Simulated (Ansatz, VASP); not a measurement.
# Pt in VASP and in Ansatz

The input INCAR:

```
SYSTEM = Pt
  PREC = Accurate
  ENCUT = 600
  EDIFF = 1E-6
  ISMEAR = 0
  SIGMA = 0.1
  LREAL = .False.
  LASPH = .True.
  NELM = 60
  ALGO = Fast
  ISIF = 3
  LWAVE = .False.
  LCHARG = .False.
  IBRION = 2
  NSW = 100
  EDIFFG = -0.05
```

File KPOINTS:

```
Automatic mesh
0
Gamma
  8 8 8
  0 0 0
```

The input POSCAR:

```
Pt
1.0
    0.0000000000      1.9715751800      1.9715751800
    1.9715751800      0.0000000000      1.9715751800
    1.9715751800      1.9715751800      0.0000000000
Pt
1
Direct
    0.0000000000      0.0000000000      0.0000000000
```

Input for Ansatz:

```yaml
crystal:
  lattice:
    - [0.0, 1.97157518, 1.97157518]
    - [1.97157518, 0.0, 1.97157518]
    - [1.97157518, 1.97157518, 0.0]
  atoms:
    - { symbol: Pt, position: [0.0, 0.0, 0.0] }
basis:
  ecutwfc: 420
kpoints:
  mp_grid: { grid: [8, 8, 8] }
hamiltonian:
  xc: lda
  pseudopotentials: { kind: paw, azcp: { folder: soft_1 } }
scf:
  occupations: { method: gaussian, width: 0.1 }
output:
  forces: true
  stress: true
  eigenvalues: true
relax:
  adjacent_minimum: "off"
  f_tol: 0.05
  max_steps: 80
  cell: { stress_tol: 0.5 }
```

Alike in both runs: task relaxation of cell and atoms; functional LDA; k mesh 8 × 8 × 8; occupations gaussian, width 0.1 eV; no spin polarisation.

```csv
,VASP,Ansatz
version,VASP 6.6.1,Ansatz 0.2.0
potentials or method,"VASP PAW LDA potentials, release 64 (Pt), cutoff 600 eV","scalar-relativistic, plane waves, PAW"
valence electrons in the cell,10,18
```

|  | VASP | Ansatz | Ansatz less VASP |
| --- | --- | --- | --- |
| gap on the k mesh at the Fermi level, each at its own relaxed structure (eV) | none | none | - |
| relaxed volume (Å³/atom) | 14.77 | 14.73 | -0.042 |
| relaxed cell length with the largest relative difference (Å) | 2.754 | 2.752 | -0.0026 |

Ansatz warns that its potentials were made for another functional, while VASP's fit it. LDA's correlation is that of Perdew and Zunger in VASP and of Perdew and Wang (1992) in Ansatz. A gap of «none» marks a metal or a gap that the smearing closes. VASP's potentials hold 10 valence electrons a cell and Ansatz's 18, so a difference there can come from the potentials and not from the codes.

Neither program's run includes spin-orbit coupling.
